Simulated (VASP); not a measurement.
Input of a VASP 6.6.1 run:

INCAR

```
SYSTEM = MoSe
PREC = Accurate
ENCUT = 520
EDIFF = 1E-7
ISMEAR = 0
SIGMA = 0.1
LREAL = .False.
LASPH = .True.
NELM = 150
ALGO = Normal
ISIF = 2
LWAVE = .False.
LCHARG = .False.
ISPIN = 2
MAGMOM = 3.5 0
LORBIT = 11
LMAXMIX = 4
GGA = PE
NBANDS = 21
```

The input KPOINTS:

```
regular mesh
0
Gamma
  12 12 12
  0 0 0
```

The input POSCAR:

```
MoSe
1.0
    0.0000000000      2.8392909707      2.8392909707
    2.8392909707      0.0000000000      2.8392909707
    2.8392909707      2.8392909707      0.0000000000
Mo Se
1 1
Direct
    0.0000000000      0.0000000000      0.0000000000
    0.2500000000      0.2500000000      0.2500000000
```

Potentials or basis: VASP PAW PBE potentials, release 64 (Mo_sv, Se).

Launch:

```console
$ cat potpaw_PBE.64/Mo_sv/POTCAR potpaw_PBE.64/Se/POTCAR > POTCAR
$ mpirun -np 1 vasp_std > vasp.out
```

Problem. Estimate the net moment.

Solution. 1.16 μB per cell.

Problem. Estimate the pressure.

Solution. 0.2 GPa.

Problem. Predict the site moments.

Solution. Mo +1.03; Se -0.02 μB.
